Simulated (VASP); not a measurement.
Set up this calculation in VASP 6.6.1, as the native input.

| Item | Value |
| --- | --- |
| Task | single point |
| Functional | PBEsol |
| Potentials or basis | VASP PAW PBE potentials, release 64 (Sc_sv, Zn) |
| Cutoff | 520 eV |
| k mesh | 9 × 9 × 9 |
| Occupations | fermi-dirac, width 0.3 eV |
| Spin | no spin polarisation |
| Dipole correction | no |
| Further INCAR settings | ALGO = Normal; EDIFF = 1e-06; NBANDS = 18 |

The structure of ScZn lies in POSCAR:

```
ScZn
1.0
    3.3500000000      0.0000000000      0.0000000000
    0.0000000000      3.3500000000      0.0000000000
    0.0000000000      0.0000000000      3.3500000000
Sc Zn
1 1
Direct
    0.0000000000      0.0000000000      0.0000000000
    0.5000000000      0.5000000000      0.5000000000
```

These files were run (other wordings do the same):

INCAR

```
SYSTEM = ScZn
PREC = Accurate ; ENCUT = 520
EDIFF = 1E-6 ; ISMEAR = -1
SIGMA = 0.3 ; LREAL = .False.
LASPH = .True. ; NELM = 100
ALGO = Normal ; ISIF = 2
LWAVE = .False. ; LCHARG = .True.
GGA = PS ; LELF = .True.
LVHAR = .True. ; NBANDS = 18
```

KPOINTS

```
Automatic mesh
0
Gamma
  9 9 9
  0 0 0
```

Potentials or basis: VASP PAW PBE potentials, release 64 (Sc_sv, Zn).

Command:

```bash
$ cat potpaw_PBE.64/Sc_sv/POTCAR potpaw_PBE.64/Zn/POTCAR > POTCAR
$ mpirun -np 1 vasp_std > vasp.out
```

Results of the run:

```
Pressure : -2.6 GPa
```

Caveat: the PAW data sets were made with another functional, which shifts forces and pressure a little.

Run time: 45 s on 1 thread of Intel Xeon 6975P-C, on a shared host, peak memory 0.17 GiB.
